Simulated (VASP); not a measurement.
# Cu (P6_3/mmc) in VASP: notebook

Aim: see how the results for Cu move with the level of theory and the settings. Levels: LDA, PBEsol+D3(BJ). Tasks: single point.

Program: VASP 6.6.1. These are calculated values, not measurements. Logs are shortened: lines on timing, memory, paths and dates and some standing lists are left out, and cuts for length are marked.

## 1. The cell of the first run

It takes space group P6_3/mmc (No. 194, hexagonal). The conventional cell has a = 2.481 Å, b = 2.481 Å, c = 8.155 Å, α = 90.00°, β = 90.00°, γ = 120.00°. Cu (site symmetry -3m) has 12 Cu at 2.48 to 2.49 Å within 3.3 Å. Cu (site symmetry -6m2) has 12 Cu at 2.48 to 2.49 Å within 3.3 Å.

## 2. Single point, LDA

INCAR

```
PREC     = Accurate       # precision mode
ENCUT    = 520            # plane-wave cutoff, eV
EDIFF    = 1E-6           # SCF threshold, eV
ISMEAR   = 1              # smearing method
SIGMA    = 0.1            # smearing width, eV
LREAL    = False          # projectors in reciprocal space
LASPH    = True           # aspherical terms in the spheres
NELM     = 80             # most SCF steps
ALGO     = Normal         # electronic algorithm
ISIF     = 2              # what is computed and relaxed
LWAVE    = False          # write WAVECAR
LCHARG   = False          # write CHGCAR
NBANDS   = 30             # bands
```

KPOINTS

```
Automatic mesh
0
Gamma
  11 11 3
```

POSCAR

```
Cu
1.0
    2.4812011703      0.0000000000      0.0000000000
   -1.2406005852      2.1487832454      0.0000000000
    0.0000000000      0.0000000000      8.1549188725
Cu
4
Direct
    0.0000000000      0.0000000000      0.0000000000
    0.0000000000      0.0000000000      0.5000000000
    0.3333333333      0.6666666667      0.2500000000
    0.6666666667      0.3333333333      0.7500000000
```

Potentials or basis: VASP PAW LDA potentials, release 64 (Cu).

Launch:

```console
> cat potpaw_LDA.64/Cu/POTCAR > POTCAR
> mpirun -np 1 vasp_std > vasp.out
```

OUTCAR:

```text
PREC = Accurate
   ENCUT = 520
   EDIFF = 1E-6
   ISMEAR = 1
   LREAL = False
   LASPH = True
   NELM = 80
   ISIF = 2

 ion  position               nearest neighbor table
   1  0.000  0.000  0.000-   3 2.49   4 2.49   4 2.49   3 2.49   4 2.49   3 2.49
   2  0.000  0.000  0.500-   3 2.49   4 2.49   4 2.49   3 2.49   4 2.49   3 2.49
   3  0.333  0.667  0.250-   1 2.49   2 2.49   1 2.49   2 2.49   1 2.49   2 2.49
   4  0.667  0.333  0.750-   1 2.49   2 2.49   1 2.49   2 2.49   1 2.49   2 2.49

  LATTYP: Found a hexagonal cell.
 ALAT       =     2.4812011703
 C/A-ratio  =     3.2866818580

  Lattice vectors:

 A1 = (   2.4812011703,   0.0000000000,   0.0000000000)
 A2 = (  -1.2406005852,   2.1487832454,   0.0000000000)
 A3 = (   0.0000000000,   0.0000000000,   8.1549188725)

Analysis of symmetry for initial positions (statically):
=====================================================================
 Subroutine PRICEL returns:
 Original cell was already a primitive cell.

 Routine SETGRP: Setting up the symmetry group for a
 hexagonal supercell.

 Subroutine GETGRP returns: Found 24 space group operations
 (whereof 12 operations were pure point group operations)
 out of a pool of 24 trial point group operations.

The static configuration has the point symmetry D_3d.
 The point group associated with its full space group is D_6h.

Analysis of symmetry for dynamics (positions and initial velocities):
=====================================================================
 Subroutine PRICEL returns:
 Original cell was already a primitive cell.

 Routine SETGRP: Setting up the symmetry group for a
 hexagonal supercell.

 Subroutine GETGRP returns: Found 24 space group operations
 (whereof 12 operations were pure point group operations)
 out of a pool of 24 trial point group operations.

The dynamic configuration has the point symmetry D_3d.
 The point group associated with its full space group is D_6h.

 Subroutine INISYM returns: Found 24 space group operations
 (whereof 12 operations are pure point group operations),
 and found     1 'primitive' translations

----------------------------------------------------------------------------------------

                                     Primitive cell

  volume of cell :      43.4785

  direct lattice vectors                    reciprocal lattice vectors
     2.481201170  0.000000000  0.000000000     0.403030601  0.232689826  0.000000000
    -1.240600585  2.148783245  0.000000000     0.000000000  0.465379652  0.000000000
     0.000000000  0.000000000  8.154918872     0.000000000  0.000000000  0.122625377

  length of vectors
[... 83 lines left out ...]
   LASPH  =      T    aspherical Exc in radial PAW
   ENCUT  =  520.0 eV  38.22 Ry    6.18 a.u.   4.61  4.61 15.16*2*pi/ulx,y,z
   NELM   =     80;   NELMIN=  2; NELMDL= -5     # of ELM steps
   EDIFF  = 0.1E-05   stopping-criterion for ELM
   LREAL  =      F    real-space projection
   EDIFFG = 0.1E-04   stopping-criterion for IOM
   NSW    =      0    number of steps for IOM
   IBRION =     -1    ionic relax: 0-MD 1-quasi-New 2-CG
   NFREE  =      0    steps in history (QN), initial steepest desc. (CG)
   ISIF   =      2    stress and relaxation
   ISYM   =      2    0-nonsym 1-usesym 2-fastsym
   POTIM  = 0.5000    time-step for ionic-motion
   TEBEG  =    0.0;   TEEND  =   0.0 temperature during run
   PSTRESS=    0.0 pullay stress
   NELECT =      44.0000    total number of electrons
   NUPDOWN=      -1.0000    fix difference up-down
   EMIN   =  10.00;   EMAX   =-10.00  energy-range for DOS
   EFERMI =   0.00;   METHOD = LEGACY
   ISMEAR =     1;   SIGMA  =   0.10  broadening in eV -4-tet -1-fermi 0-gaus
   EFERMI_NEDOS =   21; number of points for ismear=-14 and -15
   IALGO  =     38    algorithm
   IMIX   =      4    mixing-type and parameters
     AMIX     =   0.40;   BMIX     =  1.00
     AMIX_MAG =   1.60;   BMIX_MAG =  1.00
  volume/ion in A,a.u.               =      10.87        73.35
  Fermi-wavevector in a.u.,A,eV,Ry     =   1.643618  3.105988 36.755884  2.701481
  Thomas-Fermi vector in A             =   2.733722
   LORBIT       =      0    0 simple, 1 ext, 2 COOP (PROOUT), +10 PAW based schemes
   GGA     = CA    functional components
   LHFCALC =     F    Hartree Fock is set to
   AEXX    =    0.0000 exact exchange contribution
   IVDW    =     0    specifies the selected vdW correction
   LEPSILON=     F    determine dielectric tensor
   LRPA    =     F    only Hartree local field effects (RPA)
 non-spin polarized calculation
 Methfessel and Paxton  Order N= 1 SIGMA  =   0.10
  energy-cutoff  :      520.00
  volume of cell :       43.48
 maximum number of plane-waves:      1194
   NGX =  9   NGY =  9   NGZ = 31

 number of electron      43.9999890 magnetization

 Free energy of the ion-electron system (eV)
  ---------------------------------------------------
  ext. energy  EPLUGINS =         0.00000000
  ---------------------------------------------------
  free energy    TOTEN  =       -18.81292638 eV

  energy without entropy =      -18.81341678  energy(sigma->0) =      -18.81308985

 E-fermi :   8.5104     XC(G=0): -13.5962

 val. band max:        8.5048134585   @ k =   0.2727   0.1818   0.0000
 cond. band min:       8.5678322785   @ k =   0.2727   0.1818   0.0000
 fundamental gap:      0.0630188199
 Fermi energy:         8.5103891529

 k-point     1 :       0.0000    0.0000    0.0000
  band No.  band energies     occupation
      1      -1.5729      2.00000
      2       0.6413      2.00000
      3       0.6424      2.00000
      4       2.7915      2.00000
      5       4.7717      2.00000
      6       4.7780      2.00000
[... 781 lines left out ...]
     29      23.4074      0.00000
     30      24.0867      0.00000

 [... further k-points ...]
[... 5 lines left out ...]
  --------------------------------------------------------------------------------------
  -------------------------------------------------------------------------------------
  Total        0.2605134      0.2605134      0.2673809     -0.0000000     -0.0000000     -0.0000000
  in kB        9.5998923      9.5998923      9.8529597     -0.0000000     -0.0000000     -0.0000000
  external PRESSURE =       9.6842481 kB  Pullay stress =       0.0000000 kB

 VOLUME and BASIS-vectors are now :
 -----------------------------------------------------------------------------
  energy-cutoff  :      520.00
  volume of cell :       43.48
      direct lattice vectors                 reciprocal lattice vectors
     2.481201170  0.000000000  0.000000000     0.403030601  0.232689826  0.000000000
    -1.240600585  2.148783245  0.000000000     0.000000000  0.465379652  0.000000000
     0.000000000  0.000000000  8.154918872     0.000000000  0.000000000  0.122625377

 POSITION                                       TOTAL-FORCE (eV/Angst)
 -----------------------------------------------------------------------------------
      0.00000      0.00000      0.00000        -0.000000      0.000000     -0.000000
      0.00000      0.00000      4.07746        -0.000000      0.000000     -0.000000
     -0.00000      1.43252      2.03873         0.000000      0.000000     -0.000000
      1.24060      0.71626      6.11619        -0.000000     -0.000000      0.000000
 -----------------------------------------------------------------------------------
    total drift:                                0.000000     -0.000000      0.000000

  FREE ENERGIE OF THE ION-ELECTRON SYSTEM (eV)
  ---------------------------------------------------
  free  energy   TOTEN  =       -18.8129263835 eV

  energy  without entropy=      -18.8134167842  energy(sigma->0) =      -18.81308985
```

Run time: 27 s. Hardware: 1 thread of AMD EPYC 7R13 (Zen 3), shared host; peak memory 0.12 GiB.

Results:

| Property | Result |
| --- | --- |
| Free energy | -18.8129 eV |
| Pressure | 1.0 GPa |
| Band gap on the k mesh | zero (band 22 reaches 11.27 eV, above the bottom of band 23 at 6.56 eV) |

Levels at points of the mesh, in eV from the Fermi level:
| k point | band 20 | band 21 | band 22 | band 23 | band 24 | band 25 |
| --- | --- | --- | --- | --- | --- | --- |
| (0.00, 0.00, 0.00) | -2.21 | -2.21 | -1.89 | -1.89 | -1.37 | 3.97 |

## 3. Single point, PBEsol+D3(BJ)

This run uses another cell than the first one, of 10.79 Å³/atom, 0.993 times its volume.

INCAR

```
SYSTEM = Cu
PREC = Accurate
ENCUT = 520
EDIFF = 1E-6
ISMEAR = 1
SIGMA = 0.1
LREAL = .False.
LASPH = .True.
NELM = 60
ALGO = Normal
ISIF = 2
LWAVE = .False.
LCHARG = .True.
GGA = PS
IVDW = 12
LELF = .True.
LVHAR = .True.
NBANDS = 30
```

KPOINTS

```
Automatic mesh
0
Gamma
  11 11 3
  0 0 0
```

POSCAR

```
Cu
1.0
    2.4757653448      0.0000000000      0.0000000000
   -1.2378826724      2.1440756824      0.0000000000
    0.0000000000      0.0000000000      8.1333515143
Cu
4
Direct
    0.0000000000      0.0000000000      0.0000000000
    0.0000000000      0.0000000000      0.5000000000
    0.3333333333      0.6666666667      0.2500000000
    0.6666666667      0.3333333333      0.7500000000
```

Potentials or basis: VASP PAW PBE potentials, release 64 (Cu).

Launch:

```console
> cat potpaw_PBE.64/Cu/POTCAR > POTCAR
> mpirun -np 1 vasp_std > vasp.out
```

Run time: 32 s. Hardware: 1 thread of AMD EPYC 7R13 (Zen 3), shared host; peak memory 0.14 GiB.

The run converged. Its results:

* Free energy: -19.4493 eV
* Pressure: 0.7 GPa
* Band gap on the k mesh: zero (band 22 reaches 11.41 eV, above the bottom of band 23 at 6.73 eV)
* Dispersion energy per atom: -0.574 eV

Levels at points of the mesh, in eV from the Fermi level:
```csv
k point,band 20,band 21,band 22,band 23,band 24,band 25
"(0.00, 0.00, 0.00)",-2.18,-2.18,-1.86,-1.86,-1.45,4.04
```

Caveat: the PAW data sets were made with another functional, which shifts forces and pressure a little; pairwise dispersion overbinds metals, which lowers pressure and volume.
